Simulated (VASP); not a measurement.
W: relaxation of cell and atoms with PBEsol

W:

```
W
1.0
     0.00000    1.99996    1.99996
     1.99996    0.00000    1.99996
     1.99996    1.99996    0.00000
W
1
Cartesian
  0.0000 0.0000 0.0000
```

```yaml
Program: VASP 6.6.1
Task: relaxation of cell and atoms
Functional: PBEsol
Potentials_or_basis: VASP PAW PBE potentials, release 64 (W_sv)
Cutoff: 600 eV
k_mesh: 20 × 20 × 20
Occupations: fermi-dirac, width 0.15 eV
Spin: no spin polarisation
Target_pressure: 7 GPa
Dipole_correction: no
Further_INCAR_settings: ALGO = Normal; EDIFF = 1e-06; IBRION = 2; EDIFFG = -0.001; NSW = 80; ISIF = 3
```

- Relaxed volume: 15.68 Å³/atom
- Relaxed cell: a = 2.810 Å, b = 2.810 Å, c = 2.810 Å, α = 60.00°, β = 60.00°, γ = 60.00°
- Space group after relaxing (to 0.05 Å): Fm-3m (No. 225)
- Energy change on relaxing (the enthalpy is what falls): +7.5 meV/atom
- Ionic steps: 12
- Pressure after relaxing: 7.0 GPa
- Band gap on the k mesh: zero (band 7 reaches 14.28 eV, above the bottom of band 8 at 10.33 eV)

Step by step:
```csv
step,energy change (eV),largest force (eV/Å),pressure (GPa),volume (Å³)
1,0.0000,0.0000,0.71,16.00
2,0.1434,0.0000,34.37,14.59
3,0.0070,0.0000,6.78,15.69
4,0.0075,0.0000,6.97,15.68
5,0.0077,0.0000,7.11,15.68
6,0.0069,0.0000,6.76,15.70
7,0.0075,0.0000,6.96,15.68
8,0.0075,0.0000,7.01,15.68
9,0.0075,0.0000,7.05,15.68
10,0.0075,0.0000,7.06,15.68
11,0.0075,0.0000,7.03,15.68
12,0.0075,0.0000,7.01,15.68
```

Final structure:
```cif
data_structure
_symmetry_space_group_name_H-M 'P 1'
_symmetry_Int_Tables_number 1
_cell_length_a 2.8097
_cell_length_b 2.8097
_cell_length_c 2.8097
_cell_angle_alpha 60.000
_cell_angle_beta 60.000
_cell_angle_gamma 60.000
_cell_volume 15.68
loop_
_atom_site_label
_atom_site_type_symbol
_atom_site_fract_x
_atom_site_fract_y
_atom_site_fract_z
_atom_site_occupancy
W1 W 0.00000 0.00000 0.00000 1
```

Levels at points of the mesh, in eV from the Fermi level:
```tsv
k point	band 4	band 5	band 6	band 7	band 8	band 9	band 10	band 11
(0.00, 0.00, 0.00)	-37.12	-9.26	-0.64	-0.64	-0.64	2.69	2.69	12.86
(0.50, 0.00, 0.00)	-37.30	-5.88	-0.89	-0.89	0.78	5.35	5.35	10.96
(0.50, 0.50, 0.00)	-37.61	-5.85	-4.83	3.31	5.31	6.15	6.15	12.12
```

Wall time 3.1 min on 1 thread of Intel(R) Xeon(R) Platinum 8259CL CPU @ 2.50GHz (Skylake/Cascade Lake), with other jobs on the host, peak memory 0.19 GiB.

Caveat: the cell is relaxed towards a set pressure, so the enthalpy falls and the energy may rise; the PAW data sets were made with another functional, which shifts forces and pressure a little; spin-orbit coupling is left out, which moves the levels of the heavy elements.
